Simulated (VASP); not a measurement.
# TaN (P6/mmm) in VASP: notebook

Runs on TaN. Level: LDA+U. Tasks: single point.

Program: VASP 6.6.1. These are calculated values, not measurements. Logs are shortened: lines on timing, memory, paths and dates and some standing lists are left out, and cuts for length are marked.

## 1. The cell of the first run

Symmetry: P6/mmm, No. 191, hexagonal system. The conventional cell has a = 5.185 Å, b = 5.185 Å, c = 2.908 Å, α = 90.00°, β = 90.00°, γ = 120.00°. Ta (site symmetry 6/mmm) has 6 N at 2.59 Å and 14 Ta at 2.91 to 3.33 Å within 3.4 Å. Ta (site symmetry -6m2) has 6 N at 2.09 Å and 5 Ta at 2.91 to 2.99 Å within 3.0 Å. Within 3.0 Å of N (site symmetry mmm) lie 6 Ta at 2.09 to 2.59 Å and 6 N at 2.59 to 2.91 Å.

## 2. Single point, LDA+U, collinear spin

INCAR reads:

```
  PREC = Accurate
  ENCUT = 700
  EDIFF = 1E-6
  ISMEAR = 0
  SIGMA = 0.05
  LREAL = False
  LASPH = True
  NELM = 200
  ALGO = Normal
  ISIF = 2
  LWAVE = False
  LCHARG = False
  ISPIN = 2
  MAGMOM = 1 1 1 0 0 0
  LORBIT = 11
  NUPDOWN = 3.0
  LMAXMIX = 4
  LDAU = True
  LDAUTYPE = 2
  LDAUL = 2 -1
  LDAUU = 4 0
  LDAUJ = 0 0
  LDAUPRINT = 1
  NBANDS = 40
  GGA_COMPAT = False
```

KPOINTS reads:

```
Automatic mesh
0
Gamma
  4 4 7
```

POSCAR reads:

```
TaN
1.0
    5.1850002000      0.0000000000      0.0000000000
   -2.5925001000      4.4903418900      0.0000000000
    0.0000000000      0.0000000000      2.9080005300
Ta N
3 3
Direct
    0.0000000000      0.0000000000      0.0000000000
    0.3333333333      0.6666666667      0.5000000000
    0.6666666667      0.3333333333      0.5000000000
    0.5000000000      0.0000000000      0.0000000000
    0.5000000000      0.5000000000      0.0000000000
    0.0000000000      0.5000000000      0.0000000000
```

Potentials or basis: VASP PAW LDA potentials, release 64 (Ta_sv_GW, N).

Launch:

```sh
$ cat potpaw_LDA.64/Ta_sv_GW/POTCAR potpaw_LDA.64/N/POTCAR > POTCAR
$ mpirun -np 1 vasp_std > vasp.out
```

OUTCAR:

```text
PREC = Accurate
   ENCUT = 700
   EDIFF = 1E-6
   ISMEAR = 0
   LREAL = False
   LASPH = True
   NELM = 200
   ISIF = 2
   ISPIN = 2
   LORBIT = 11
   NUPDOWN = 3.0

 ion  position               nearest neighbor table
   1  0.000  0.000  0.000-
   2  0.333  0.667  0.500-   4 2.09   4 2.09   6 2.09   6 2.09   5 2.09   5 2.09   3 2.99   3 2.99
                             3 2.99
   3  0.667  0.333  0.500-   4 2.09   4 2.09   6 2.09   6 2.09   5 2.09   5 2.09   2 2.99   2 2.99
                             2 2.99
   4  0.500  0.000  0.000-   2 2.09   3 2.09   2 2.09   3 2.09
   5  0.500  0.500  0.000-   2 2.09   3 2.09   2 2.09   3 2.09
   6  0.000  0.500  0.000-   2 2.09   3 2.09   2 2.09   3 2.09

  LATTYP: Found a hexagonal cell.
 ALAT       =     5.1850002000
 C/A-ratio  =     0.5608486823

  Lattice vectors:

 A1 = (   5.1850002000,   0.0000000000,   0.0000000000)
 A2 = (  -2.5925001000,   4.4903418900,   0.0000000000)
 A3 = (   0.0000000000,   0.0000000000,   2.9080005300)

Analysis of symmetry for initial positions (statically):
=====================================================================
 Subroutine PRICEL returns:
 Original cell was already a primitive cell.

 Routine SETGRP: Setting up the symmetry group for a
 hexagonal supercell.

 Subroutine GETGRP returns: Found 24 space group operations
 (whereof 24 operations were pure point group operations)
 out of a pool of 24 trial point group operations.

The static configuration has the point symmetry D_6h.

Analysis of symmetry for dynamics (positions and initial velocities):
=====================================================================
 Subroutine PRICEL returns:
 Original cell was already a primitive cell.

 Routine SETGRP: Setting up the symmetry group for a
 hexagonal supercell.

 Subroutine GETGRP returns: Found 24 space group operations
 (whereof 24 operations were pure point group operations)
 out of a pool of 24 trial point group operations.

The dynamic configuration has the point symmetry D_6h.

Analysis of structural, dynamic, and magnetic symmetry:
=====================================================================
 Subroutine PRICEL returns:
 Original cell was already a primitive cell.

 Routine SETGRP: Setting up the symmetry group for a
 hexagonal supercell.

 Subroutine GETGRP returns: Found 24 space group operations
 (whereof 24 operations were pure point group operations)
 out of a pool of 24 trial point group operations.

The overall configuration has the point symmetry D_6h.

 Subroutine INISYM returns: Found 24 space group operations
 (whereof 24 operations are pure point group operations),
 and found     1 'primitive' translations

----------------------------------------------------------------------------------------

                                     Primitive cell

  volume of cell :      67.7053

  direct lattice vectors                    reciprocal lattice vectors
     5.185000200  0.000000000  0.000000000     0.192864023  0.111350096  0.000000000
    -2.592500100  4.490341890  0.000000000     0.000000000  0.222700192  0.000000000
     0.000000000  0.000000000  2.908000530     0.000000000  0.000000000  0.343878892

  length of vectors
     5.185000200  5.185000198  2.908000530     0.222700192  0.222700192  0.343878892

  position of ions in fractional coordinates (direct lattice)
     0.000000000  0.000000000  0.000000000
     0.333333333  0.666666667  0.500000000
     0.666666667  0.333333333  0.500000000
     0.500000000  0.000000000  0.000000000
     0.500000000  0.500000000  0.000000000
     0.000000000  0.500000000  0.000000000

  ion indices of the primitive-cell ions
   primitive index   ion index
                 1           1
                 2           2
                 3           3
                 4           4
                 5           5
                 6           6

----------------------------------------------------------------------------------------

[... 43 lines left out ...]
   number of dos      NEDOS =    301   number of ions     NIONS =      6
   total plane-waves  NPLWV =  64512
   dimension x,y,z NGX =    48 NGY =   48 NGZ =   28
   dimension x,y,z NGXF=    96 NGYF=   96 NGZF=   56
   ions per type =               3   3
   NGX,Y,Z   is equivalent  to a cutoff of  15.39, 15.39, 16.01 a.u.
   NGXF,Y,Z  is equivalent  to a cutoff of  30.78, 30.78, 32.01 a.u.
 SYSTEM =  unknown system
   PREC   = accura    normal or accurate (medium, high low for compatibility)
   ISTART =      0    job   : 0-new  1-cont  2-samecut
   ICHARG =      2    charge: 1-file 2-atom 10-const
   ISPIN  =      2    spin polarized calculation?
   LNONCOLLINEAR =      F non collinear calculations
   LSORBIT =      F    spin-orbit coupling
   LASPH  =      T    aspherical Exc in radial PAW
   ENCUT  =  700.0 eV  51.45 Ry    7.17 a.u.  11.19 11.19  6.27*2*pi/ulx,y,z
   NELM   =    200;   NELMIN=  2; NELMDL= -5     # of ELM steps
   EDIFF  = 0.1E-05   stopping-criterion for ELM
   LREAL  =      F    real-space projection
   EDIFFG = 0.1E-04   stopping-criterion for IOM
   NSW    =      0    number of steps for IOM
   IBRION =     -1    ionic relax: 0-MD 1-quasi-New 2-CG
   NFREE  =      0    steps in history (QN), initial steepest desc. (CG)
   ISIF   =      2    stress and relaxation
   ISYM   =      2    0-nonsym 1-usesym 2-fastsym
   POTIM  = 0.5000    time-step for ionic-motion
   TEBEG  =    0.0;   TEEND  =   0.0 temperature during run
   PSTRESS=    0.0 pullay stress
   NELECT =      54.0000    total number of electrons
   NUPDOWN=       3.0000    fix difference up-down
   EMIN   =  10.00;   EMAX   =-10.00  energy-range for DOS
   EFERMI =   0.00;   METHOD = LEGACY
   ISMEAR =     0;   SIGMA  =   0.05  broadening in eV -4-tet -1-fermi 0-gaus
   EFERMI_NEDOS =   21; number of points for ismear=-14 and -15
   IALGO  =     38    algorithm
   IMIX   =      4    mixing-type and parameters
     AMIX     =   0.40;   BMIX     =  1.00
     AMIX_MAG =   1.60;   BMIX_MAG =  1.00
  volume/ion in A,a.u.               =      11.28        76.15
  Fermi-wavevector in a.u.,A,eV,Ry     =   1.518210  2.869001 31.360909  2.304962
  Thomas-Fermi vector in A             =   2.627361
   LORBIT       =     11    0 simple, 1 ext, 2 COOP (PROOUT), +10 PAW based schemes
 LDA+U is selected, type is set to LDAUTYPE =  2
   angular momentum for each species LDAUL =     2   -1
   U (eV)           for each species LDAUU =   4.0  0.0
   J (eV)           for each species LDAUJ =   0.0  0.0
   GGA     = CA    functional components
   LHFCALC =     F    Hartree Fock is set to
   AEXX    =    0.0000 exact exchange contribution
   IVDW    =     0    specifies the selected vdW correction
   LEPSILON=     F    determine dielectric tensor
   LRPA    =     F    only Hartree local field effects (RPA)
 spin polarized calculation
 Gauss-broadening in eV      SIGMA  =   0.05
  energy-cutoff  :      700.00
  volume of cell :       67.71
 maximum number of plane-waves:      2864
 NGX is ok and might be reduce to    48
   NGX = 23   NGY = 23   NGZ = 13

atom =   1  type =  1  l = 2

 onsite density matrix

spin component  1
[... 83 lines left out ...]
  o =  0.1760  v =  0.0000  0.0000  0.0000  0.0000  0.0000  0.0000  0.0000  1.0000  0.0000  0.0000      0.0000  0.0000  0.0000  0.0000  0.0000  0.0000  0.0000  0.0000  0.0000  0.0000
  o =  0.1763  v =  0.0000  0.0000  0.0000  0.0000  0.0000  0.0000 -0.0000  0.0000  0.0000 -1.0000      0.0000  0.0000  0.0000  0.0000  0.0000  0.0000  0.0000  0.0000  0.0000  0.0000
  o =  0.1763  v =  0.0000  0.0000  0.0000  0.0000  0.0000  1.0000  0.0000  0.0000  0.0000  0.0000      0.0000  0.0000  0.0000  0.0000  0.0000  0.0000  0.0000  0.0000  0.0000  0.0000
  o =  0.2334  v =  0.0000  0.0000  0.0000  0.0000  0.0000  0.0000 -1.0000  0.0000  0.0000  0.0000      0.0000  0.0000  0.0000  0.0000  0.0000  0.0000  0.0000  0.0000  0.0000  0.0000
  o =  0.2334  v =  0.0000  0.0000  0.0000  0.0000  0.0000  0.0000  0.0000 -0.0000  1.0000  0.0000      0.0000  0.0000  0.0000  0.0000  0.0000  0.0000  0.0000  0.0000  0.0000  0.0000
  o =  0.2425  v =  1.0000  0.0000  0.0000  0.0000  0.0000  0.0000  0.0000  0.0000  0.0000  0.0000      0.0000  0.0000  0.0000  0.0000  0.0000  0.0000  0.0000  0.0000  0.0000  0.0000
  o =  0.2425  v =  0.0000 -0.0000 -0.0000  0.0000 -1.0000  0.0000  0.0000  0.0000  0.0000  0.0000      0.0000  0.0000  0.0000  0.0000  0.0000  0.0000  0.0000  0.0000  0.0000  0.0000
  o =  0.2474  v =  0.0000  1.0000 -0.0000 -0.0000 -0.0000  0.0000  0.0000  0.0000  0.0000  0.0000      0.0000  0.0000  0.0000  0.0000  0.0000  0.0000  0.0000  0.0000  0.0000  0.0000
  o =  0.2474  v =  0.0000 -0.0000 -0.0000 -1.0000 -0.0000  0.0000  0.0000  0.0000  0.0000  0.0000      0.0000  0.0000  0.0000  0.0000  0.0000  0.0000  0.0000  0.0000  0.0000  0.0000
  o =  0.3239  v =  0.0000 -0.0000 -1.0000  0.0000  0.0000  0.0000  0.0000  0.0000  0.0000  0.0000      0.0000  0.0000  0.0000  0.0000  0.0000  0.0000  0.0000  0.0000  0.0000  0.0000

 number of electron      54.0000000 magnetization       3.0000000

 Free energy of the ion-electron system (eV)
  ---------------------------------------------------
  ext. energy  EPLUGINS =         0.00000000
  ---------------------------------------------------
  free energy    TOTEN  =       -66.41184913 eV

  energy without entropy =      -66.40871751  energy(sigma->0) =      -66.41028332

 E-fermi :  11.5689     XC(G=0): -13.6505

 val. band max:       13.4369062387   @ k =   0.0000   0.0000   0.1429
 cond. band min:      11.5990788214   @ k =   0.2500   0.0000   0.2857
 fundamental gap:     -1.8378274174
 Fermi energy:        13.4751980083

 spin component 1

 k-point     1 :       0.0000    0.0000    0.0000
  band No.  band energies     occupation
      1     -57.3173      1.00000
      2     -57.2681      1.00000
      3     -56.7244      1.00000
      4     -24.4337      1.00000
      5     -24.4337      1.00000
      6     -24.0130      1.00000
[... 661 lines left out ...]
     38      18.3781      0.00000
     39      19.2520      0.00000
 Fermi energy:        11.5689229921

 spin component 2

 k-point     1 :       0.0000    0.0000    0.0000
  band No.  band energies     occupation
      1     -57.1814      1.00000
      2     -57.1328      1.00000
      3     -56.1794      1.00000
      4     -24.2524      1.00000
      5     -24.2524      1.00000
      6     -23.8056      1.00000
[... 661 lines left out ...]
     38      18.6955      0.00000
     39      19.5408      0.00000
 [bands above 39 left out]

------------------------ aborting loop because EDIFF is reached ----------------------------------------

  FORCE on cell =-STRESS in cart. coord.  units (eV):
  Direction    XX          YY          ZZ          XY          YZ          ZX
  --------------------------------------------------------------------------------------
  -------------------------------------------------------------------------------------
  Total        5.1361561      5.1361561     10.1205236      0.0000000      0.0000000      0.0000000
  in kB      121.5419293    121.5419292    239.4919363      0.0000000      0.0000000      0.0000000
  external PRESSURE =     160.8585983 kB  Pullay stress =       0.0000000 kB

 VOLUME and BASIS-vectors are now :
 -----------------------------------------------------------------------------
  energy-cutoff  :      700.00
  volume of cell :       67.71
      direct lattice vectors                 reciprocal lattice vectors
     5.185000200  0.000000000  0.000000000     0.192864023  0.111350096  0.000000000
    -2.592500100  4.490341890  0.000000000     0.000000000  0.222700192  0.000000000
     0.000000000  0.000000000  2.908000530     0.000000000  0.000000000  0.343878892

 POSITION                                       TOTAL-FORCE (eV/Angst)
 -----------------------------------------------------------------------------------
      0.00000      0.00000      0.00000        -0.000000      0.000000     -0.000000
     -0.00000      2.99356      1.45400        -0.000000      0.000000      0.000000
      2.59250      1.49678      1.45400        -0.000000      0.000000     -0.000000
      2.59250      0.00000      0.00000        -0.000000      0.000000     -0.000000
      1.29625      2.24517      0.00000         0.000000      0.000000     -0.000000
     -1.29625      2.24517      0.00000         0.000000      0.000000     -0.000000
 -----------------------------------------------------------------------------------
    total drift:                               -0.000000      0.000000     -0.000000

  FREE ENERGIE OF THE ION-ELECTRON SYSTEM (eV)
  ---------------------------------------------------
  free  energy   TOTEN  =       -66.4118491320 eV

  energy  without entropy=      -66.4087175095  energy(sigma->0) =      -66.41028332

 total charge

# of ion       s       p       d       f       tot
--------------------------------------------------
    1        3.171   6.011   2.195   0.037  11.415
    2        3.215   6.089   2.250   0.191  11.745
    3        3.215   6.089   2.250   0.191  11.745
    4        1.241   2.545   0.000   0.000   3.786
    5        1.241   2.545   0.000   0.000   3.786
    6        1.241   2.545   0.000   0.000   3.786
--------------------------------------------------
tot         13.322  25.824   6.695   0.420  46.262

 magnetization (x)

# of ion       s       p       d       f       tot
--------------------------------------------------
    1        0.097   0.012   1.248   0.010   1.367
    2        0.036   0.001   0.305   0.019   0.361
    3        0.036   0.001   0.305   0.019   0.361
    4        0.012   0.047   0.000   0.000   0.059
    5        0.012   0.047   0.000   0.000   0.059
    6        0.012   0.047   0.000   0.000   0.059
--------------------------------------------------
tot          0.206   0.156   1.857   0.047   2.266
```

Wall time 4.4 min (1 thread of Intel Xeon Platinum 8259CL at 2.50GHz (Skylake/Cascade Lake), shared host); peak memory 0.29 GiB.

Results:

| Property | Result |
| --- | --- |
| Free energy | -66.4118 eV |
| Pressure | 16.1 GPa |
| Net moment | 3.00 μB per cell |
| Site moments | Ta +1.37, +0.36 (each value once); N +0.06 μB |
| Valence electrons inside the program's atomic spheres | Ta 11.41, 11.74 (each value once); N 3.79 |

Eigenvalues of the final occupation matrices:
```
    site  spin  trace               eigenvalues
site 1 d     1   1.75  0.32 0.32 0.33 0.39 0.39
site 1 d     2   0.48  0.07 0.07 0.09 0.09 0.17
site 2 d     1   1.30  0.24 0.24 0.25 0.25 0.32
site 2 d     2   1.00  0.18 0.18 0.18 0.23 0.23
site 3 d     1   1.30  0.24 0.24 0.25 0.25 0.32
site 3 d     2   1.00  0.18 0.18 0.18 0.23 0.23
```

Caveat: the stress differs along the axes, from 12 to 24 GPa; spin-orbit coupling is left out, which moves the levels of the heavy elements; the total moment is fixed, so each spin has its own Fermi level and the state may be an excited one.

## 3. Single point, LDA+U, collinear spin

INCAR reads:

```
PREC = Accurate ; ENCUT = 700
EDIFF = 1E-6 ; ISMEAR = 0
SIGMA = 0.05 ; LREAL = F
LASPH = T ; NELM = 200
ALGO = Normal ; ISIF = 2
LWAVE = F ; LCHARG = F
ISPIN = 2 ; MAGMOM = 2 2 2 0 0 0
LORBIT = 11 ; LMAXMIX = 4
LDAU = T ; LDAUTYPE = 2
LDAUL = 2 -1 ; LDAUU = 4 0
LDAUJ = 0 0 ; LDAUPRINT = 1
GGA = CA ; NBANDS = 40
GGA_COMPAT = F
```

KPOINTS reads:

```
regular mesh
0
Gamma
  4 4 7
```

POSCAR is that of step 2.

Potentials or basis: VASP PAW LDA potentials, release 64 (Ta_sv_GW, N).

Launch:

```sh
$ cat potpaw_LDA.64/Ta_sv_GW/POTCAR potpaw_LDA.64/N/POTCAR > POTCAR
$ mpirun -np 1 vasp_std > vasp.out
```

OUTCAR:

```text
PREC = Accurate
   ENCUT = 700
   EDIFF = 1E-6
   ISMEAR = 0
   LREAL = F
   LASPH = T
   NELM = 200
   ISIF = 2
   ISPIN = 2
   LORBIT = 11
   GGA = CA

 ion  position               nearest neighbor table
   1  0.000  0.000  0.000-
   2  0.333  0.667  0.500-   4 2.09   4 2.09   6 2.09   6 2.09   5 2.09   5 2.09   3 2.99   3 2.99
                             3 2.99
   3  0.667  0.333  0.500-   4 2.09   4 2.09   6 2.09   6 2.09   5 2.09   5 2.09   2 2.99   2 2.99
                             2 2.99
[... 1685 lines left out ...]
      0.00000      0.00000      0.00000        -0.000000      0.000000      0.000000
     -0.00000      2.99356      1.45400         0.000000     -0.000000      0.000000
      2.59250      1.49678      1.45400        -0.000000      0.000000      0.000000
      2.59250      0.00000      0.00000        -0.000000      0.000000      0.000000
      1.29625      2.24517      0.00000         0.000000      0.000000      0.000000
     -1.29625      2.24517      0.00000         0.000000      0.000000      0.000000
 -----------------------------------------------------------------------------------
    total drift:                               -0.000000      0.000000     -0.000000

  FREE ENERGIE OF THE ION-ELECTRON SYSTEM (eV)
  ---------------------------------------------------
  free  energy   TOTEN  =       -68.3043255883 eV

  energy  without entropy=      -68.3031640671  energy(sigma->0) =      -68.30374483

 total charge

# of ion       s       p       d       f       tot
--------------------------------------------------
    1        3.166   6.023   2.064   0.036  11.289
    2        3.213   6.089   2.237   0.194  11.733
    3        3.213   6.089   2.237   0.194  11.733
    4        1.236   2.555   0.000   0.000   3.791
    5        1.236   2.555   0.000   0.000   3.791
    6        1.236   2.555   0.000   0.000   3.791
--------------------------------------------------
tot         13.300  25.867   6.538   0.424  46.129

 magnetization (x)

# of ion       s       p       d       f       tot
--------------------------------------------------
    1        0.000   0.000   0.000  -0.000   0.000
    2       -0.000   0.000   0.000   0.000   0.000
    3       -0.000   0.000   0.000   0.000   0.000
    4        0.000  -0.000   0.000   0.000  -0.000
    5        0.000  -0.000   0.000   0.000  -0.000
    6        0.000  -0.000   0.000   0.000  -0.000
--------------------------------------------------
tot         -0.000  -0.000   0.000   0.000   0.000
```

OSZICAR:

```text
N       E                     dE             d eps       ncg     rms          rms(c)
DAV:   1     0.506551314593E+03    0.50655E+03   -0.38314E+04  2560   0.173E+03
DAV:   2    -0.483374015598E+02   -0.55489E+03   -0.53883E+03  3280   0.403E+02
DAV:   3    -0.814742240302E+02   -0.33137E+02   -0.32893E+02  3256   0.967E+01
DAV:   4    -0.827280144394E+02   -0.12538E+01   -0.12532E+01  3376   0.155E+01
[... 14 lines left out ...]
DAV:  19    -0.683043256128E+02    0.57082E-04   -0.21300E-04  2928   0.826E-02    0.291E-01
DAV:  20    -0.683043278948E+02   -0.22820E-05   -0.72964E-06  3000   0.140E-02    0.811E-02
DAV:  21    -0.683043266733E+02    0.12215E-05   -0.23521E-05  2912   0.242E-02    0.386E-01
DAV:  22    -0.683043254403E+02    0.12330E-05   -0.41558E-06  2544   0.112E-02    0.660E-02
DAV:  23    -0.683043255883E+02   -0.14803E-06   -0.16627E-06  1776   0.646E-03
   1 F= -.68304326E+02 E0= -.68303745E+02  d E =-.116152E-02  mag=    -0.0000
```

stdout:

```text
POSCAR found type information on POSCAR TaN
 POSCAR found :  2 types and       6 ions
 scaLAPACK will be used
 LDA part: xc-table for (Slater(with rela. corr.)+CA(PZ))
 , standard interpolation
 POSCAR, INCAR and KPOINTS ok, starting setup
 FFT: planning ... GRIDC
 FFT: planning ... GRID_SOFT
 FFT: planning ... GRID
 WAVECAR not read
 entering main loop
```

It took 4.3 min on 1 thread of Intel Xeon Platinum 8375C at 2.90GHz (Ice Lake), shared host; peak memory 0.28 GiB.

Results:

| Item | Value |
| --- | --- |
| Free energy | -68.3043 eV |
| Pressure | 8.6 GPa |
| Band gap on the k mesh | zero (filled and empty bands overlap) |
| Net moment | 0.00 μB per cell |
| Valence electrons inside the program's atomic spheres | Ta 11.29, 11.73 (each value once); N 3.79 |

Stress tensor (GPa, compression positive):
```
8.00 0.00 0.00
0.00 8.00 0.00
0.00 0.00 9.76
```

Eigenvalues of the final occupation matrices:
```csv
site,spin,trace,eigenvalues
site 1 d,1,1.05,0.15 0.15 0.24 0.24 0.26
site 1 d,2,1.05,0.15 0.15 0.24 0.24 0.26
site 2 d,1,1.14,0.21 0.21 0.23 0.23 0.26
site 2 d,2,1.14,0.21 0.21 0.23 0.23 0.26
site 3 d,1,1.14,0.21 0.21 0.23 0.23 0.26
site 3 d,2,1.14,0.21 0.21 0.23 0.23 0.26
```

Caveat: the cell stands under pressure; spin-orbit coupling is left out, which moves the levels of the heavy elements.

The gap in the log of VASP goes by the Fermi energy; the results here count the filled bands.